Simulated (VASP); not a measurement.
C, 4 atoms in the cell. It takes space group Pmma (No. 51, orthorhombic). Conventional cell: a = 2.458 Å, b = 3.529 Å, c = 4.257 Å, α = 90.00°, β = 90.00°, γ = 90.00°. Within 1.8 Å of C (site symmetry mm2) lie 3 C at 1.36 to 1.42 Å. C (site symmetry mm2) has 3 C at 1.42 to 1.48 Å within 1.9 Å.  This cell differs from its parent crystal: mode 8 frozen in at -0.060 Å and mode 12 at +0.000 Å (largest displacements).

* Program: VASP 6.6.1
* Task: single point
* Functional: PBEsol
* Dispersion: D3(BJ)
* Potentials or basis: VASP PAW PBE potentials, release 64 (C)
* Cutoff: 600 eV
* k mesh: 18 × 12 × 10
* Occupations: gaussian, width 0.15 eV
* Spin: no spin polarisation
* Dipole correction: no
* Further INCAR settings: ALGO = Normal; EDIFF = 1e-06; NBANDS = 16

Potentials or basis: VASP PAW PBE potentials, release 64 (C).

Launch:

```console
$ cat potpaw_PBE.64/C/POTCAR > POTCAR
$ mpirun -np 1 vasp_std > vasp.out
```

Hardware: 1 thread of AMD EPYC 9R45 96-Core Processor (Zen 5), on a shared host.

Question: Estimate the wall time of this run.

Answer: Wall time 110 s on 1 thread of AMD EPYC 9R45 96-Core Processor (Zen 5), on a shared host, peak memory 0.3 GiB. Counts: scf iterations 12, k points 420.
